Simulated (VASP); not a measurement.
# KTaO3 (Pm-3m) in VASP: notebook

Aim: see how the results for KTaO3 move with the level of theory and the settings. Levels: revPBE, BLYP, PBEsol+D3(BJ). Tasks: single point, relaxation of cell and atoms.

Program: VASP 6.6.1. These are calculated values, not measurements. Logs are shortened: lines on timing, memory, paths and dates and some standing lists are left out, and cuts for length are marked.

### Step 1. The cell of the first run

It takes space group Pm-3m (No. 221, cubic). Conventional cell: a = 3.988 Å, b = 3.988 Å, c = 3.988 Å, α = 90.00°, β = 90.00°, γ = 90.00°. Ta (site symmetry m-3m) has 6 O at 1.99 Å within 2.6 Å. K (site symmetry m-3m) has 12 O at 2.82 Å and 8 Ta at 3.45 Å within 3.7 Å. Within 2.6 Å of O (site symmetry 4/mmm) lie 2 Ta at 1.99 Å.

### Step 2. Single point, revPBE

File INCAR:

```
ALGO = Normal
EDIFF = 1E-6
ENCUT = 520
GGA = RE
ISIF = 2
ISMEAR = -1
LASPH = T
LCHARG = T
LELF = T
LREAL = F
LVHAR = T
LWAVE = F
NBANDS = 27
NELM = 100
PREC = Accurate
SIGMA = 0.05
```

File KPOINTS:

```
k-points
0
Gamma
  7 7 7
```

File POSCAR:

```
KTaO3
1.0
    3.9883000000      0.0000000000      0.0000000000
    0.0000000000      3.9883000000      0.0000000000
    0.0000000000      0.0000000000      3.9883000000
Ta K O
1 1 3
Direct
    0.0000000000      0.0000000000      0.0000000000
    0.5000000000      0.5000000000      0.5000000000
    0.0000000000      0.0000000000      0.5000000000
    0.0000000000      0.5000000000      0.0000000000
    0.5000000000      0.0000000000      0.0000000000
```

Potentials or basis: VASP PAW PBE potentials, release 64 (Ta_pv, K_sv, O).

Launch:

```
cat potpaw_PBE.64/Ta_pv/POTCAR potpaw_PBE.64/K_sv/POTCAR potpaw_PBE.64/O/POTCAR > POTCAR
mpirun -np 1 vasp_std > vasp.out
```

OUTCAR:

```text
EDIFF = 1E-6
   ENCUT = 520
   GGA = RE
   ISIF = 2
   ISMEAR = -1
   LASPH = T
   LREAL = F
   NELM = 100
   PREC = Accurate

 ion  position               nearest neighbor table
   1  0.000  0.000  0.000-   3 1.99   4 1.99   5 1.99   3 1.99   4 1.99   5 1.99   2 3.45   2 3.45
                             2 3.45   2 3.45   2 3.45   2 3.45   2 3.45   2 3.45
   2  0.500  0.500  0.500-   3 2.82   4 2.82   5 2.82   4 2.82   5 2.82   3 2.82   5 2.82   5 2.82
                             3 2.82   4 2.82   4 2.82   3 2.82   1 3.45   1 3.45   1 3.45   1 3.45
   3  0.000  0.000  0.500-   1 1.99   1 1.99   2 2.82   2 2.82   2 2.82   2 2.82
   4  0.000  0.500  0.000-   1 1.99   1 1.99   2 2.82   2 2.82   2 2.82   2 2.82
   5  0.500  0.000  0.000-   1 1.99   1 1.99   2 2.82   2 2.82   2 2.82   2 2.82

  LATTYP: Found a simple cubic cell.
 ALAT       =     3.9883000000

  Lattice vectors:

 A1 = (   3.9883000000,   0.0000000000,   0.0000000000)
 A2 = (   0.0000000000,   3.9883000000,   0.0000000000)
 A3 = (   0.0000000000,   0.0000000000,   3.9883000000)

Analysis of symmetry for initial positions (statically):
=====================================================================
 Subroutine PRICEL returns:
 Original cell was already a primitive cell.

 Routine SETGRP: Setting up the symmetry group for a
 simple cubic supercell.

 Subroutine GETGRP returns: Found 48 space group operations
 (whereof 48 operations were pure point group operations)
 out of a pool of 48 trial point group operations.

The static configuration has the point symmetry O_h .

Analysis of symmetry for dynamics (positions and initial velocities):
=====================================================================
 Subroutine PRICEL returns:
 Original cell was already a primitive cell.

 Routine SETGRP: Setting up the symmetry group for a
 simple cubic supercell.

 Subroutine GETGRP returns: Found 48 space group operations
 (whereof 48 operations were pure point group operations)
 out of a pool of 48 trial point group operations.

The dynamic configuration has the point symmetry O_h .

 Subroutine INISYM returns: Found 48 space group operations
 (whereof 48 operations are pure point group operations),
 and found     1 'primitive' translations

----------------------------------------------------------------------------------------

                                     Primitive cell

  volume of cell :      63.4400

  direct lattice vectors                    reciprocal lattice vectors
     3.988300000  0.000000000  0.000000000     0.250733395  0.000000000  0.000000000
     0.000000000  3.988300000  0.000000000     0.000000000  0.250733395  0.000000000
     0.000000000  0.000000000  3.988300000     0.000000000  0.000000000  0.250733395

  length of vectors
     3.988300000  3.988300000  3.988300000     0.250733395  0.250733395  0.250733395

  position of ions in fractional coordinates (direct lattice)
     0.000000000  0.000000000  0.000000000
     0.500000000  0.500000000  0.500000000
     0.000000000  0.000000000  0.500000000
     0.000000000  0.500000000  0.000000000
     0.500000000  0.000000000  0.000000000

  ion indices of the primitive-cell ions
   primitive index   ion index
                 1           1
                 2           2
                 3           3
                 4           4
                 5           5

----------------------------------------------------------------------------------------

 KPOINTS: k-points

Automatic generation of k-mesh.
 Grid dimensions read from file:
 generate k-points for:    7    7    7

 Generating k-lattice:

  Cartesian coordinates                     Fractional coordinates (reciprocal lattice)
     0.035819056  0.000000000  0.000000000     0.142857143  0.000000000  0.000000000
     0.000000000  0.035819056  0.000000000     0.000000000  0.142857143  0.000000000
     0.000000000  0.000000000  0.035819056     0.000000000  0.000000000  0.142857143

  Length of vectors
     0.035819056  0.035819056  0.035819056

  Shift w.r.t. Gamma in fractional coordinates (k-lattice)
     0.000000000  0.000000000  0.000000000

 Subroutine IBZKPT returns following result:
 ===========================================

 Found     20 irreducible k-points:

 Following reciprocal coordinates:
            Coordinates               Weight
  0.000000  0.000000  0.000000      1.000000
  0.142857  0.000000  0.000000      6.000000
  0.285714  0.000000  0.000000      6.000000
  0.428571  0.000000  0.000000      6.000000
  0.142857  0.142857  0.000000     12.000000
  0.285714  0.142857  0.000000     24.000000
[... 12 lines left out ...]
  0.428571  0.428571  0.285714     24.000000
  0.428571  0.428571  0.428571      8.000000
   k-points           NKPTS =     20   k-points in BZ     NKDIM =     20   number of bands    NBANDS=     27
   number of dos      NEDOS =    301   number of ions     NIONS =      5
   total plane-waves  NPLWV =  27000
   dimension x,y,z NGX =    30 NGY =   30 NGZ =   30
   dimension x,y,z NGXF=    60 NGYF=   60 NGZF=   60
   ions per type =               1   1   3
   NGX,Y,Z   is equivalent  to a cutoff of  12.51, 12.51, 12.51 a.u.
   NGXF,Y,Z  is equivalent  to a cutoff of  25.01, 25.01, 25.01 a.u.
 SYSTEM =  unknown system
   PREC   = accura    normal or accurate (medium, high low for compatibility)
   ISTART =      0    job   : 0-new  1-cont  2-samecut
   ICHARG =      2    charge: 1-file 2-atom 10-const
   ISPIN  =      1    spin polarized calculation?
   LNONCOLLINEAR =      F non collinear calculations
   LSORBIT =      F    spin-orbit coupling
   LASPH  =      T    aspherical Exc in radial PAW
   ENCUT  =  520.0 eV  38.22 Ry    6.18 a.u.   7.42  7.42  7.42*2*pi/ulx,y,z
   NELM   =    100;   NELMIN=  2; NELMDL= -5     # of ELM steps
   EDIFF  = 0.1E-05   stopping-criterion for ELM
   LREAL  =      F    real-space projection
   EDIFFG = 0.1E-04   stopping-criterion for IOM
   NSW    =      0    number of steps for IOM
   IBRION =     -1    ionic relax: 0-MD 1-quasi-New 2-CG
   NFREE  =      0    steps in history (QN), initial steepest desc. (CG)
   ISIF   =      2    stress and relaxation
   ISYM   =      2    0-nonsym 1-usesym 2-fastsym
   POTIM  = 0.5000    time-step for ionic-motion
   TEBEG  =    0.0;   TEEND  =   0.0 temperature during run
   PSTRESS=    0.0 pullay stress
   NELECT =      38.0000    total number of electrons
   NUPDOWN=      -1.0000    fix difference up-down
   EMIN   =  10.00;   EMAX   =-10.00  energy-range for DOS
   EFERMI =   0.00;   METHOD = LEGACY
   ISMEAR =    -1;   SIGMA  =   0.05  broadening in eV -4-tet -1-fermi 0-gaus
   EFERMI_NEDOS =   21; number of points for ismear=-14 and -15
   IALGO  =     38    algorithm
   IMIX   =      4    mixing-type and parameters
     AMIX     =   0.40;   BMIX     =  1.00
     AMIX_MAG =   1.60;   BMIX_MAG =  1.00
  volume/ion in A,a.u.               =      12.69        85.62
  Fermi-wavevector in a.u.,A,eV,Ry     =   1.380008  2.607837 25.911228  1.904422
  Thomas-Fermi vector in A             =   2.504925
   LORBIT       =      0    0 simple, 1 ext, 2 COOP (PROOUT), +10 PAW based schemes
   GGA     = RE    functional components
   LHFCALC =     F    Hartree Fock is set to
   AEXX    =    0.0000 exact exchange contribution
   IVDW    =     0    specifies the selected vdW correction
   LEPSILON=     F    determine dielectric tensor
   LRPA    =     F    only Hartree local field effects (RPA)
 non-spin polarized calculation
  energy-cutoff  :      520.00
  volume of cell :       63.44
 maximum number of plane-waves:      1743
 NGX is ok and might be reduce to    30
   NGX = 15   NGY = 15   NGZ = 15

 number of electron      37.9999976 magnetization

 Free energy of the ion-electron system (eV)
  ---------------------------------------------------
  ext. energy  EPLUGINS =         0.00000000
  ---------------------------------------------------
  free energy    TOTEN  =       -39.26733351 eV

  energy without entropy =      -39.26733351  energy(sigma->0) =      -39.26733351

 E-fermi :   3.0334     XC(G=0): -10.6676

 val. band max:        1.8581508351   @ k =   0.4286   0.4286   0.4286
 cond. band min:       4.1288845705   @ k =   0.0000   0.0000   0.0000
 fundamental gap:      2.2707337354
 Fermi energy:         3.0334398237

 k-point     1 :       0.0000    0.0000    0.0000
  band No.  band energies     occupation
      1     -32.2432      2.00000
      2     -32.2432      2.00000
      3     -32.2432      2.00000
      4     -25.4996      2.00000
      5     -15.6967      2.00000
      6     -15.0016      2.00000
[... 19 lines left out ...]
     26      10.1444      0.00000
     27      10.1444      0.00000

 k-point     2 :       0.1429    0.0000    0.0000
  band No.  band energies     occupation
      1     -32.2606      2.00000
      2     -32.2426      2.00000
      3     -32.2426      2.00000
      4     -25.4946      2.00000
      5     -15.6409      2.00000
      6     -14.9973      2.00000
[... 19 lines left out ...]
     26      10.3950      0.00000
     27      10.4394      0.00000

 k-point     3 :       0.2857    0.0000    0.0000
  band No.  band energies     occupation
      1     -32.2991      2.00000
      2     -32.2411      2.00000
      3     -32.2411      2.00000
      4     -25.4832      2.00000
      5     -15.5901      2.00000
      6     -14.9879      2.00000
[... 19 lines left out ...]
     26      10.9849      0.00000
     27      11.5447      0.00000

 k-point     4 :       0.4286    0.0000    0.0000
  band No.  band energies     occupation
      1     -32.3297      2.00000
      2     -32.2399      2.00000
      3     -32.2399      2.00000
      4     -25.4741      2.00000
      5     -15.5903      2.00000
      6     -14.9802      2.00000
[... 19 lines left out ...]
     26      11.4923      0.00000
     27      12.4927      0.00000
[... 396 lines left out ...]
      4     -25.4564      2.00000
      5     -14.7401      2.00000
      6     -14.4592      2.00000
[... 19 lines left out ...]
     26      12.5848      0.00000
     27      12.9225      0.00000

 k-point    19 :       0.4286    0.4286    0.2857
  band No.  band energies     occupation
      1     -32.3231      2.00000
      2     -32.3230      2.00000
      3     -32.2917      2.00000
      4     -25.4514      2.00000
      5     -14.5880      2.00000
      6     -14.1787      2.00000
[... 19 lines left out ...]
     26      13.0349      0.00000
     27      13.2213      0.00000

 k-point    20 :       0.4286    0.4286    0.4286
  band No.  band energies     occupation
      1     -32.3218      2.00000
      2     -32.3217      2.00000
      3     -32.3217      2.00000
      4     -25.4463      2.00000
      5     -14.1880      2.00000
      6     -14.1298      2.00000
[... 19 lines left out ...]
     26      13.1785      0.00000
     27      13.9554      0.00000

------------------------ aborting loop because EDIFF is reached ----------------------------------------

  FORCE on cell =-STRESS in cart. coord.  units (eV):
  Direction    XX          YY          ZZ          XY          YZ          ZX
  --------------------------------------------------------------------------------------
  -------------------------------------------------------------------------------------
  Total        3.6716483      3.6716483      3.6716483     -0.0000000     -0.0000000      0.0000000
  in kB       92.7274258     92.7274258     92.7274258     -0.0000000     -0.0000000      0.0000000
  external PRESSURE =      92.7274258 kB  Pullay stress =       0.0000000 kB

 VOLUME and BASIS-vectors are now :
 -----------------------------------------------------------------------------
  energy-cutoff  :      520.00
  volume of cell :       63.44
      direct lattice vectors                 reciprocal lattice vectors
     3.988300000  0.000000000  0.000000000     0.250733395  0.000000000  0.000000000
     0.000000000  3.988300000  0.000000000     0.000000000  0.250733395  0.000000000
     0.000000000  0.000000000  3.988300000     0.000000000  0.000000000  0.250733395

 POSITION                                       TOTAL-FORCE (eV/Angst)
 -----------------------------------------------------------------------------------
      0.00000      0.00000      0.00000         0.000000      0.000000      0.000000
      1.99415      1.99415      1.99415         0.000000      0.000000      0.000000
      0.00000      0.00000      1.99415         0.000000      0.000000      0.000000
      0.00000      1.99415      0.00000         0.000000      0.000000      0.000000
      1.99415      0.00000      0.00000         0.000000      0.000000      0.000000
 -----------------------------------------------------------------------------------
    total drift:                                0.000000     -0.000000      0.000000

  FREE ENERGIE OF THE ION-ELECTRON SYSTEM (eV)
  ---------------------------------------------------
  free  energy   TOTEN  =       -39.2673335142 eV

  energy  without entropy=      -39.2673335142  energy(sigma->0) =      -39.26733351
```

Wall time 18 s (1 thread of AMD EPYC 9R45 (Zen 5), shared host); peak memory 0.16 GiB.

What came out:

- Free energy: -39.2673 eV
- Pressure: 9.3 GPa
- Band gap on the k mesh: 2.27 eV (least direct gap 2.83 eV)

Levels at points of the mesh, in eV from the valence-band top:
| k point | band 17 | band 18 | band 19 | band 20 | band 21 | band 22 |
| --- | --- | --- | --- | --- | --- | --- |
| (0.00, 0.00, 0.00) | -0.56 | -0.56 | -0.56 | 2.27 | 2.27 | 2.27 |

Caveat: the cell stands under pressure; the PAW data sets were made with another functional, which shifts forces and pressure a little; spin-orbit coupling is left out, which moves the levels of the heavy elements; an odd mesh through Γ misses points on the zone boundary, where band edges can lie. As with any semilocal functional, this revPBE gap is likely too small.

### Step 3. Single point, BLYP

File INCAR:

```
AGGAC = 1.0 ; AGGAX = 1.0
ALDAC = 0.0 ; ALDAX = 1.0
ALGO = Normal ; EDIFF = 1E-6
ENCUT = 520 ; GGA = B5
ISIF = 2 ; ISMEAR = -1
LASPH = True ; LCHARG = False
LREAL = False ; LWAVE = False
NBANDS = 27 ; NELM = 100
PREC = Accurate ; SIGMA = 0.05
```

KPOINTS is that of step 2.

POSCAR is that of step 2.

Potentials or basis: VASP PAW PBE potentials, release 64 (Ta_pv, K_sv, O).

Launch:

```
cat potpaw_PBE.64/Ta_pv/POTCAR potpaw_PBE.64/K_sv/POTCAR potpaw_PBE.64/O/POTCAR > POTCAR
mpirun -np 1 vasp_std > vasp.out
```

Run time: 30 s. Hardware: 1 thread of AMD EPYC 9R45 (Zen 5), shared host; peak memory 0.15 GiB.

The run converged. Its results:

| Quantity | Value |
| --- | --- |
| Free energy | -39.1629 eV |
| Pressure | 11.6 GPa |
| Band gap on the k mesh | 2.28 eV (least direct gap 2.84 eV) |

Levels at points of the mesh, in eV from the valence-band top:
```
           k point  band 16  band 17  band 18  band 19  band 20  band 21  band 22  band 23
(0.00, 0.00, 0.00)    -0.99    -0.56    -0.56    -0.56     2.28     2.28     2.28     6.85
```

Caveat: the cell stands under pressure; the PAW data sets were made with another functional, which shifts forces and pressure a little; spin-orbit coupling is left out, which moves the levels of the heavy elements; an odd mesh through Γ misses points on the zone boundary, where band edges can lie. BLYP gaps usually lie below the measured ones, often by a third to a half.

### Step 4. Single point, revPBE

This run uses another cell than the first one, of 13.26 Å³/atom.

File INCAR:

```
PREC = Accurate ; ENCUT = 520
EDIFF = 1E-7 ; ISMEAR = -1
SIGMA = 0.05 ; LREAL = False
LASPH = True ; NELM = 100
ALGO = Normal ; ISIF = 2
LWAVE = False ; LCHARG = False
GGA = RE ; NBANDS = 27
```

File KPOINTS:

```
regular mesh
0
Gamma
  7 7 7
```

Changes to POSCAR since step 3:

```diff
@@ -2,5 +2,5 @@
 1.0
-    3.9883000000      0.0000000000      0.0000000000
-    0.0000000000      3.9883000000      0.0000000000
-    0.0000000000      0.0000000000      3.9883000000
+    4.0469727058      0.0000000000      0.0000000000
+    0.0000000000      4.0469727058      0.0000000000
+    0.0000000000      0.0000000000      4.0469727058
 Ta K O
```

Launch:

```
cat potpaw_PBE.64/Ta_pv/POTCAR potpaw_PBE.64/K_sv/POTCAR potpaw_PBE.64/O/POTCAR > POTCAR
mpirun -np 1 vasp_std > vasp.out
```

Wall time 19 s (1 thread of AMD EPYC 9R45 (Zen 5), shared host); peak memory 0.16 GiB.

The run converged. Its results:

* Free energy: -39.3547 eV
* Pressure: 0.5 GPa
* Band gap on the k mesh: 2.17 eV (least direct gap 2.75 eV)

Levels at points of the mesh, in eV from the valence-band top:
```csv
k point,band 17,band 18,band 19,band 20,band 21,band 22
"(0.00, 0.00, 0.00)",-0.58,-0.58,-0.58,2.17,2.17,2.17
```

Caveat: the PAW data sets were made with another functional, which shifts forces and pressure a little; spin-orbit coupling is left out, which moves the levels of the heavy elements; an odd mesh through Γ misses points on the zone boundary, where band edges can lie.

(Continued in part 2 of 2.)
